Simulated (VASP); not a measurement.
# Ti6H: single point with PBE

The system is Ti6H, a slab with vacuum.

```
Ti H
1.0
     5.66395    0.00000    0.00000
     0.00000    4.57935    0.00000
     0.00000    0.00000   24.55069
Ti H
12 2
Cartesian
  1.4160 0.0000 4.0000
  4.2480 0.0000 4.0000
  0.0000 2.2897 5.3219
  2.8320 2.2897 5.3219
  1.4160 0.0000 6.6439
  4.2480 0.0000 6.6439
  1.4160 2.2897 7.9952
  4.2480 2.2897 7.9952
  0.0000 0.0000 9.2793
  2.8320 0.0000 9.2793
  1.4160 2.2897 10.5507
  4.2480 2.2897 10.5507
  -0.3250 0.0000 12.2807
  0.3250 0.0000 12.2807
```

| Property | Result |
| --- | --- |
| Program | VASP 6.6.1 |
| Task | single point |
| Functional | PBE |
| Potentials or basis | VASP PAW PBE potentials, release 64 (Ti_sv, H) |
| Cutoff | 520 eV |
| k mesh | 5 × 6 × 1 |
| Occupations | gaussian, width 0.1 eV |
| Spin | no spin polarisation |

| Property | Result |
| --- | --- |
| Largest force | 5.248 eV/Å |
| Band gap on the k mesh | zero (bands 73 and 74 overlap by 0.12 eV) |

Forces in eV/Å, atoms in the order of the input:
```
Ti  -0.003  0.000  0.393
Ti   0.003  0.000  0.393
Ti   0.000  0.000 -0.030
Ti   0.000  0.000 -0.017
Ti   0.025  0.000 -0.354
Ti  -0.025  0.000 -0.354
Ti  -0.012  0.000  0.058
Ti   0.012  0.000  0.058
Ti   0.000  0.000 -0.050
Ti   0.000  0.000 -0.036
Ti   0.211  0.000 -0.252
Ti  -0.211  0.000 -0.252
H   -5.243  0.000  0.221
H    5.243  0.000  0.221
```

Levels at points of the mesh, in eV from the Fermi level:
```csv
k point,band 70,band 71,band 72,band 73,band 74,band 75,band 76,band 77
"(0.00, 0.00, 0.00)",-0.60,-0.38,-0.16,-0.03,0.03,0.05,0.21,0.27
"(0.00, 0.50, 0.00)",-0.25,-0.24,-0.19,-0.17,0.23,0.29,0.34,0.43
```

Wall time 56 min on 1 thread of AMD EPYC 7R13, on a shared host, peak memory 0.87 GiB.
